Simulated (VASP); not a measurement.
Set up this calculation in VASP 6.6.1, as the native input.

| Item | Value |
| --- | --- |
| Task | G0W0 quasiparticle levels |
| Functional | PBE |
| Potentials or basis | VASP PAW PBE potentials, release 64 (F_GW, Cl_GW, Li_GW) |
| Cutoff | 500 eV |
| k mesh | 6 × 6 × 6 |
| Occupations | gaussian, width 0.01 eV |
| Spin | no spin polarisation |
| Dipole correction | no |
| GW scheme | G0W0 |
| GW iterations | 1 |
| Cutoff of the response function | 120 |
| Frequency points | 48 |
| Empty bands | 147 |
| Further INCAR settings | ALGO = EVGW0; EDIFF = 1e-08; NBANDS = 155 |

Li2ClF:

```
F Cl Li
1.0
     1.64380    0.94905    5.26376
    -1.64380    0.94905    5.26376
     0.00000   -1.89810    5.26376
F Cl Li
1 1 2
Cartesian
  1.6438 0.9490 5.2638
  0.0000 0.0000 7.8956
  0.0000 0.0000 4.1588
  0.0000 0.0000 11.6325
```

These files were run (other wordings do the same):

POSCAR

```
Li2ClF
1.0
    1.6438003697      0.9490485859      5.2637591344
   -1.6438003697      0.9490485859      5.2637591344
    0.0000000000     -1.8980971719      5.2637591344
F Cl Li
1 1 2
Direct
    1.0000000000      0.0000000000      0.0000000000
    0.5000000000      0.5000000000      0.5000000000
    0.2633593308      0.2633593308      0.2633593308
    0.7366406692      0.7366406692      0.7366406692
```

INCAR.step1

```
PREC     = Accurate       # precision mode
ENCUT    = 500            # plane-wave cutoff, eV
EDIFF    = 1E-8           # SCF threshold, eV
ISMEAR   = 0              # smearing method
SIGMA    = 0.01           # smearing width, eV
LREAL    = False          # projectors in reciprocal space
LASPH    = True           # aspherical terms in the spheres
NELM     = 80             # most SCF steps
ALGO     = Normal         # electronic algorithm
LWAVE    = True           # write WAVECAR
LCHARG   = False          # write CHGCAR
GGA      = PE             # functional
```

INCAR.step2

```
PREC     = Accurate       # precision mode
ENCUT    = 500            # plane-wave cutoff, eV
EDIFF    = 1E-8           # SCF threshold, eV
ISMEAR   = 0              # smearing method
SIGMA    = 0.01           # smearing width, eV
LREAL    = False          # projectors in reciprocal space
LASPH    = True           # aspherical terms in the spheres
NELM     = 1              # most SCF steps
ALGO     = Exact          # electronic algorithm
LWAVE    = True           # write WAVECAR
LCHARG   = False          # write CHGCAR
GGA      = PE             # functional
NBANDS   = 155            # bands
LOPTICS  = True           # frequency-dependent dielectric function
ISTART   = 1
```

INCAR.step3

```
PREC     = Accurate       # precision mode
ENCUT    = 500            # plane-wave cutoff, eV
EDIFF    = 1E-8           # SCF threshold, eV
ISMEAR   = 0              # smearing method
SIGMA    = 0.01           # smearing width, eV
LREAL    = False          # projectors in reciprocal space
LASPH    = True           # aspherical terms in the spheres
ALGO     = EVGW0          # electronic algorithm
LWAVE    = False          # write WAVECAR
LCHARG   = False          # write CHGCAR
GGA      = PE             # functional
NELMGW   = 1            
NBANDS   = 155            # bands
ENCUTGW  = 120.0          # cutoff of the response function
NOMEGA   = 48             # frequency points
PRECFOCK = Fast         
ISTART   = 1            
NBANDSGW = 16
```

KPOINTS

```
Automatic mesh
0
Gamma
  6 6 6
```

Potentials or basis: VASP PAW PBE potentials, release 64 (F_GW, Cl_GW, Li_GW).

Run with:

```console
$ cat potpaw_PBE.64/F_GW/POTCAR potpaw_PBE.64/Cl_GW/POTCAR potpaw_PBE.64/Li_GW/POTCAR > POTCAR
$ cp INCAR.step1 INCAR
$ mpirun -np 1 vasp_std > vasp.out
$ cp INCAR.step2 INCAR
$ mpirun -np 1 vasp_std > vasp.out
$ cp INCAR.step3 INCAR
$ mpirun -np 1 vasp_std > vasp.out
```

It gave:

| Property | Result |
| --- | --- |
| Quasiparticle gap | 7.65 eV |
| Least direct quasiparticle gap | 7.65 eV |
| Band gap of the starting levels on the mesh | 4.84 eV |
| Least direct gap of the starting levels on the mesh | 4.84 eV |

Caveat: the k points lie up to 0.37 Å⁻¹ apart; bands, screening cutoff and mesh are small and nothing is extrapolated, so the quasiparticle values aren't converged.

Run time: 65 min on 1 thread of Intel(R) Xeon(R) 6975P-C (Granite Rapids), with other jobs on the host, peak memory 1.2 GiB.
